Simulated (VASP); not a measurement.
A run of VASP 6.6.1 is set up as follows.

INCAR

```
PREC = Accurate
ENCUT = 500
EDIFF = 1E-6
ISMEAR = -1
SIGMA = 0.15
LREAL = False
LASPH = True
NELM = 120
ALGO = Normal
ISIF = 2
LWAVE = False
LCHARG = False
GGA = PE
NBANDS = 11
GGA_COMPAT = False
```

File KPOINTS:

```
regular mesh
0
Gamma
  14 14 14
```

POSCAR

```
Ca
1.0
    0.0000000000      2.7651505062      2.7651505062
    2.7651505062      0.0000000000      2.7651505062
    2.7651505062      2.7651505062      0.0000000000
Ca
1
Direct
    0.0000000000      0.0000000000      0.0000000000
```

Potentials or basis: VASP PAW PBE potentials, release 64 (Ca_sv).

The run is started by

```sh
$ cat potpaw_PBE.64/Ca_sv/POTCAR > POTCAR
$ mpirun -np 1 vasp_std > vasp.out
```

Q: Predict the pressure.

A: 0.0 GPa.

Q: What does it give for the band gap on the k mesh?

A: Zero (bands 5 and 6 overlap by 0.32 eV).
